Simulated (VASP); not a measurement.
# CoO (P3m1) in VASP: a series of runs

CoO is run at these levels: PBE; tasks: single point.

All numbers are computed with VASP 6.6.1; they aren't measurements. Logs are shortened: lines on timing, memory, paths and dates and some standing lists are left out, and cuts for length are marked.

**1. The cell of the first run**

The typed cell holds 4 atoms: a = 3.198 Å, b = 3.198 Å, c = 5.229 Å, α = 90.00°, β = 90.00°, γ = 120.00°.

**2. Single point, PBE, collinear spin, ferromagnetic start**

File INCAR:

```
SYSTEM = CoO
PREC     = Accurate       ! precision mode
ENCUT    = 520            ! plane-wave cutoff, eV
EDIFF    = 1E-6           ! SCF threshold, eV
ISMEAR   = -1             ! smearing method
SIGMA    = 0.05           ! smearing width, eV
LREAL    = .False.        ! projectors in reciprocal space
LASPH    = .True.         ! aspherical terms in the spheres
NELM     = 150            ! most SCF steps
ALGO     = Normal         ! electronic algorithm
ISIF     = 2              ! what is computed and relaxed
LWAVE    = .False.        ! write WAVECAR
LCHARG   = .True.         ! write CHGCAR
ISPIN    = 2              ! spin polarisation
MAGMOM   = 2.5 2.5 0 0    ! initial moments
LORBIT   = 11             ! projections on sites
NUPDOWN  = 5.0            ! fixed moment
LMAXMIX  = 4              ! l up to which the mixer works
GGA      = PE             ! functional
LELF     = .True.         ! ELF
LVHAR    = .True.       
NBANDS   = 27             ! bands
```

File KPOINTS:

```
regular mesh
0
Gamma
  8 8 5
  0 0 0
```

File POSCAR:

```
CoO
1.0
    3.1976457435      0.0000000000      0.0000000000
   -1.5988228718      2.7692424462      0.0000000000
    0.0000000000      0.0000000000      5.2287097100
Co O
2 2
Direct
    0.3333333333      0.6666666667      0.5033624100
    0.0000000000      0.0000000000      0.0034741400
    0.3333333333      0.6666666667      0.8715556000
    0.0000000000      0.0000000000      0.3716088500
```

Potentials or basis: VASP PAW PBE potentials, release 64 (Co, O).

Command:

```
$ cat potpaw_PBE.64/Co/POTCAR potpaw_PBE.64/O/POTCAR > POTCAR
$ mpirun -np 1 vasp_std > vasp.out
```

OUTCAR:

```text
SYSTEM = CoO
   PREC = Accurate
   ENCUT = 520
   EDIFF = 1E-6
   ISMEAR = -1
   LREAL = .False.
   LASPH = .True.
   NELM = 150
   ISIF = 2
   ISPIN = 2
   LORBIT = 11
   NUPDOWN = 5.0
   GGA = PE

 ion  position               nearest neighbor table
   1  0.333  0.667  0.503-   3 1.93   4 1.97   4 1.97   4 1.97
   2  0.000  0.000  0.003-   4 1.92   3 1.97   3 1.97   3 1.97
   3  0.333  0.667  0.872-   1 1.93   2 1.97   2 1.97   2 1.97
   4  0.000  0.000  0.372-   2 1.92   1 1.97   1 1.97   1 1.97

  LATTYP: Found a hexagonal cell.
 ALAT       =     3.1976457435
 C/A-ratio  =     1.6351747909

  Lattice vectors:

 A1 = (   3.1976457435,   0.0000000000,   0.0000000000)
 A2 = (  -1.5988228718,   2.7692424462,   0.0000000000)
 A3 = (   0.0000000000,   0.0000000000,   5.2287097100)

Analysis of symmetry for initial positions (statically):
=====================================================================
 Subroutine PRICEL returns:
 Original cell was already a primitive cell.

 Routine SETGRP: Setting up the symmetry group for a
 hexagonal supercell.

 Subroutine GETGRP returns: Found  6 space group operations
 (whereof  6 operations were pure point group operations)
 out of a pool of 24 trial point group operations.

The static configuration has the point symmetry C_3v.

Analysis of symmetry for dynamics (positions and initial velocities):
=====================================================================
 Subroutine PRICEL returns:
 Original cell was already a primitive cell.

 Routine SETGRP: Setting up the symmetry group for a
 hexagonal supercell.

 Subroutine GETGRP returns: Found  6 space group operations
 (whereof  6 operations were pure point group operations)
 out of a pool of 24 trial point group operations.

The dynamic configuration has the point symmetry C_3v.

Analysis of structural, dynamic, and magnetic symmetry:
=====================================================================
 Subroutine PRICEL returns:
 Original cell was already a primitive cell.

 Routine SETGRP: Setting up the symmetry group for a
 hexagonal supercell.

 Subroutine GETGRP returns: Found  6 space group operations
 (whereof  6 operations were pure point group operations)
 out of a pool of 24 trial point group operations.

The overall configuration has the point symmetry C_3v.

 Subroutine INISYM returns: Found  6 space group operations
 (whereof  6 operations are pure point group operations),
 and found     1 'primitive' translations

[... 119 lines left out ...]
  volume/ion in A,a.u.               =      11.58        78.11
  Fermi-wavevector in a.u.,A,eV,Ry     =   1.416620  2.677023 27.304329  2.006812
  Thomas-Fermi vector in A             =   2.537935
   LORBIT       =     11    0 simple, 1 ext, 2 COOP (PROOUT), +10 PAW based schemes
   GGA     = PE    functional components
   LHFCALC =     F    Hartree Fock is set to
   AEXX    =    0.0000 exact exchange contribution
   IVDW    =     0    specifies the selected vdW correction
   LEPSILON=     F    determine dielectric tensor
   LRPA    =     F    only Hartree local field effects (RPA)
 spin polarized calculation
  energy-cutoff  :      520.00
  volume of cell :       46.30
 maximum number of plane-waves:      1266
   NGX = 11   NGY = 11   NGZ = 19

 number of electron      30.0000008 magnetization       5.0000004

 Free energy of the ion-electron system (eV)
  ---------------------------------------------------
  ext. energy  EPLUGINS =         0.00000000
  ---------------------------------------------------
  free energy    TOTEN  =       -26.54490450 eV

  energy without entropy =      -26.50169327  energy(sigma->0) =      -26.52329888

 E-fermi :   6.0284     XC(G=0): -11.1357

 val. band max:        6.0252807030   @ k =   0.3750   0.2500   0.4000
 cond. band min:       5.7939781222   @ k =   0.1250   0.1250   0.2000
 fundamental gap:     -0.2313025807
 Fermi energy:         5.7536732262

 spin component 1

 k-point     1 :       0.0000    0.0000    0.0000
  band No.  band energies     occupation
      1     -14.0612      1.00000
      2     -13.4397      1.00000
      3      -1.0434      1.00000
      4      -0.2142      1.00000
      5      -0.0149      1.00000
      6      -0.0149      1.00000
[... 709 lines left out ...]
     26      21.0199      0.00000
     27      22.2099      0.00000

 [... further k-points ...]

 spin component 2

 k-point     1 :       0.0000    0.0000    0.0000
  band No.  band energies     occupation
      1     -13.6499      1.00000
      2     -13.0035      1.00000
      3      -0.6278      1.00000
      4       0.8914      1.00000
      5       1.0126      1.00000
      6       1.0126      1.00000
[... 709 lines left out ...]
     26      21.5645      0.00000
     27      22.8960      0.00000

 [... further k-points ...]
[... 5 lines left out ...]
  --------------------------------------------------------------------------------------
  -------------------------------------------------------------------------------------
  Total       -1.3926852     -1.3926852      0.1312166      0.0000000      0.0000000      0.0000000
  in kB      -48.1923040    -48.1923040      4.5406030      0.0000000      0.0000000      0.0000000
  external PRESSURE =     -30.6146683 kB  Pullay stress =       0.0000000 kB

 VOLUME and BASIS-vectors are now :
 -----------------------------------------------------------------------------
  energy-cutoff  :      520.00
  volume of cell :       46.30
      direct lattice vectors                 reciprocal lattice vectors
     3.197645743  0.000000000  0.000000000     0.312730077  0.180554794  0.000000000
    -1.598822872  2.769242446  0.000000000     0.000000000  0.361109588  0.000000000
     0.000000000  0.000000000  5.228709710     0.000000000  0.000000000  0.191251773

 POSITION                                       TOTAL-FORCE (eV/Angst)
 -----------------------------------------------------------------------------------
     -0.00000      1.84616      2.63194         0.000000     -0.000000     -0.334708
      0.00000      0.00000      0.01817         0.000000     -0.000000     -0.340342
     -0.00000      1.84616      4.55711        -0.000000      0.000000      0.337424
      0.00000      0.00000      1.94303         0.000000     -0.000000      0.337627
 -----------------------------------------------------------------------------------
    total drift:                               -0.000000     -0.000001     -0.001360

  FREE ENERGIE OF THE ION-ELECTRON SYSTEM (eV)
  ---------------------------------------------------
  free  energy   TOTEN  =       -26.5449044969 eV

  energy  without entropy=      -26.5016932657  energy(sigma->0) =      -26.52329888

 total charge

# of ion       s       p       d       tot
------------------------------------------
    1        0.343   0.430   7.218   7.991
    2        0.343   0.430   7.218   7.990
    3        1.554   3.425   0.000   4.978
    4        1.554   3.425   0.000   4.979
--------------------------------------------------
tot          3.792   7.711  14.436  25.938

 magnetization (x)

# of ion       s       p       d       tot
------------------------------------------
    1        0.015   0.048   2.122   2.184
    2        0.015   0.048   2.123   2.186
    3        0.019   0.209   0.000   0.228
    4        0.019   0.209   0.000   0.228
--------------------------------------------------
tot          0.067   0.514   4.245   4.826
```

OSZICAR:

```text
N       E                     dE             d eps       ncg     rms          rms(c)
DAV:   1     0.257091647729E+03    0.25709E+03   -0.13367E+04  4328   0.128E+03
DAV:   2    -0.406322863197E+01   -0.26115E+03   -0.23776E+03  4448   0.315E+02
DAV:   3    -0.315654485508E+02   -0.27502E+02   -0.26449E+02  4804   0.116E+02
DAV:   4    -0.321934582355E+02   -0.62801E+00   -0.62524E+00  4825   0.181E+01
DAV:   5    -0.322132907510E+02   -0.19833E-01   -0.19829E-01  5663   0.302E+00    0.224E+01
DAV:   6    -0.309207054058E+02    0.12926E+01   -0.45397E+01  5640   0.937E+01    0.308E+01
DAV:   7    -0.264019311907E+02    0.45188E+01   -0.11300E+01  4918   0.743E+01    0.110E+01
DAV:   8    -0.265883752324E+02   -0.18644E+00   -0.16679E+00  4742   0.888E+00    0.637E+00
DAV:   9    -0.267418466500E+02   -0.15347E+00   -0.16607E+00  5898   0.160E+01    0.673E+00
DAV:  10    -0.265457795252E+02    0.19607E+00   -0.16849E+00  5944   0.146E+01    0.191E+00
DAV:  11    -0.265455425930E+02    0.23693E-03   -0.10788E-01  6254   0.397E+00    0.539E-01
DAV:  12    -0.265446167197E+02    0.92587E-03   -0.10947E-02  6000   0.123E+00    0.207E-01
DAV:  13    -0.265448225854E+02   -0.20587E-03   -0.15688E-03  4541   0.327E-01    0.920E-02
DAV:  14    -0.265448510385E+02   -0.28453E-04   -0.26210E-04  4802   0.125E-01    0.556E-02
DAV:  15    -0.265448974622E+02   -0.46424E-04   -0.57517E-05  4770   0.626E-02    0.262E-02
DAV:  16    -0.265449030515E+02   -0.55893E-05   -0.13753E-05  5567   0.395E-02    0.124E-02
DAV:  17    -0.265449040929E+02   -0.10414E-05   -0.38305E-06  3511   0.222E-02    0.524E-03
DAV:  18    -0.265449044969E+02   -0.40404E-06   -0.21609E-06  3344   0.108E-02
   1 F= -.26544904E+02 E0= -.26523299E+02  d E =-.432112E-01  mag=     5.0000
```

stdout:

```text
POSCAR found type information on POSCAR CoO
 POSCAR found :  2 types and       4 ions
 scaLAPACK will be used
 LDA part: xc-table for (Slater+PW92), standard interpolation
 POSCAR, INCAR and KPOINTS ok, starting setup
 FFT: planning ... GRIDC
 FFT: planning ... GRID_SOFT
 FFT: planning ... GRID
 WAVECAR not read
 entering main loop
```

Wall time 95 s (1 thread of Intel Xeon Platinum 8259CL at 2.50GHz (Skylake/Cascade Lake), shared host); peak memory 0.22 GiB.

Results:

* Free energy: -26.5449 eV
* Pressure: -3.1 GPa
* Largest force: 0.340 eV/Å
* Net moment: 5.00 μB per cell
* Site moments: Co +2.18, +2.19; O +0.23 μB
* Valence electrons inside the program's atomic spheres: Co 7.99; O 4.98

Forces in eV/Å, atoms in the order of the input:
```
Co   0.000  0.000 -0.335
Co   0.000  0.000 -0.340
O    0.000  0.000  0.337
O    0.000  0.000  0.338
```

Caveat: the total moment is fixed, so each spin has its own Fermi level.

**3. Single point, PBE, collinear spin, ferromagnetic start**

File INCAR:

```
PREC     = Accurate       # precision mode
ENCUT    = 520            # plane-wave cutoff, eV
EDIFF    = 1E-7           # SCF threshold, eV
ISMEAR   = -1             # smearing method
SIGMA    = 0.05           # smearing width, eV
LREAL    = False          # projectors in reciprocal space
LASPH    = True           # aspherical terms in the spheres
NELM     = 150            # most SCF steps
ALGO     = Normal         # electronic algorithm
ISIF     = 2              # what is computed and relaxed
LWAVE    = False          # write WAVECAR
LCHARG   = True           # write CHGCAR
ISPIN    = 2              # spin polarisation
MAGMOM   = 3 3 0 0        # initial moments
LORBIT   = 11             # projections on sites
NUPDOWN  = 6.0            # fixed moment
LMAXMIX  = 4              # l up to which the mixer works
GGA      = PE             # functional
LELF     = True           # ELF
LVHAR    = True         
NBANDS   = 27             # bands
```

File KPOINTS:

```
regular mesh
0
Gamma
  8 8 5
```

POSCAR is that of step 2.

Potentials or basis: VASP PAW PBE potentials, release 64 (Co, O).

Command:

```
$ cat potpaw_PBE.64/Co/POTCAR potpaw_PBE.64/O/POTCAR > POTCAR
$ mpirun -np 1 vasp_std > vasp.out
```

OUTCAR:

```text
PREC = Accurate
   ENCUT = 520
   EDIFF = 1E-7
   ISMEAR = -1
   LREAL = False
   LASPH = True
   NELM = 150
   ISIF = 2
   ISPIN = 2
   LORBIT = 11
   NUPDOWN = 6.0
   GGA = PE

 ion  position               nearest neighbor table
   1  0.333  0.667  0.503-   3 1.93   4 1.97   4 1.97   4 1.97
   2  0.000  0.000  0.003-   4 1.92   3 1.97   3 1.97   3 1.97
   3  0.333  0.667  0.872-   1 1.93   2 1.97   2 1.97   2 1.97
   4  0.000  0.000  0.372-   2 1.92   1 1.97   1 1.97   1 1.97

  LATTYP: Found a hexagonal cell.
 ALAT       =     3.1976457435
[... 1667 lines left out ...]
  volume of cell :       46.30
      direct lattice vectors                 reciprocal lattice vectors
     3.197645743  0.000000000  0.000000000     0.312730077  0.180554794  0.000000000
    -1.598822872  2.769242446  0.000000000     0.000000000  0.361109588  0.000000000
     0.000000000  0.000000000  5.228709710     0.000000000  0.000000000  0.191251773

 POSITION                                       TOTAL-FORCE (eV/Angst)
 -----------------------------------------------------------------------------------
     -0.00000      1.84616      2.63194         0.000000      0.000000     -0.290132
      0.00000      0.00000      0.01817         0.000000      0.000000     -0.297218
     -0.00000      1.84616      4.55711        -0.000000     -0.000000      0.294166
      0.00000      0.00000      1.94303         0.000000     -0.000000      0.293184
 -----------------------------------------------------------------------------------
    total drift:                               -0.000000     -0.000001     -0.000828

  FREE ENERGIE OF THE ION-ELECTRON SYSTEM (eV)
  ---------------------------------------------------
  free  energy   TOTEN  =       -26.6156856440 eV

  energy  without entropy=      -26.6042279087  energy(sigma->0) =      -26.60995678

 total charge

# of ion       s       p       d       tot
------------------------------------------
    1        0.349   0.436   7.185   7.970
    2        0.349   0.436   7.185   7.970
    3        1.550   3.451   0.000   5.001
    4        1.550   3.451   0.000   5.001
--------------------------------------------------
tot          3.799   7.773  14.370  25.942

 magnetization (x)

# of ion       s       p       d       tot
------------------------------------------
    1        0.017   0.061   2.470   2.547
    2        0.017   0.061   2.470   2.547
    3        0.022   0.307   0.000   0.329
    4        0.022   0.306   0.000   0.329
--------------------------------------------------
tot          0.077   0.734   4.939   5.751
```

stdout:

```text
POSCAR found type information on POSCAR CoO
 POSCAR found :  2 types and       4 ions
 scaLAPACK will be used
 LDA part: xc-table for (Slater+PW92), standard interpolation
 POSCAR, INCAR and KPOINTS ok, starting setup
 FFT: planning ... GRIDC
 FFT: planning ... GRID_SOFT
 FFT: planning ... GRID
 WAVECAR not read
 entering main loop
```

Wall time 1.8 min (1 thread of Intel Xeon Platinum 8259CL at 2.50GHz (Skylake/Cascade Lake), shared host); peak memory 0.22 GiB.

What came out:

| Quantity | Value |
| --- | --- |
| Free energy | -26.6157 eV |
| Pressure | 2.3 GPa |
| Largest force | 0.297 eV/Å |
| Net moment | 6.00 μB per cell |
| Site moments | Co +2.55; O +0.33 μB |
| Valence electrons inside the program's atomic spheres | Co 7.97; O 5.00 |

Forces in eV/Å, atoms in the order of the input:
```
Co   0.000  0.000 -0.290
Co   0.000  0.000 -0.297
O    0.000  0.000  0.294
O    0.000  0.000  0.293
```

Caveat: the total moment is fixed, so each spin has its own Fermi level.
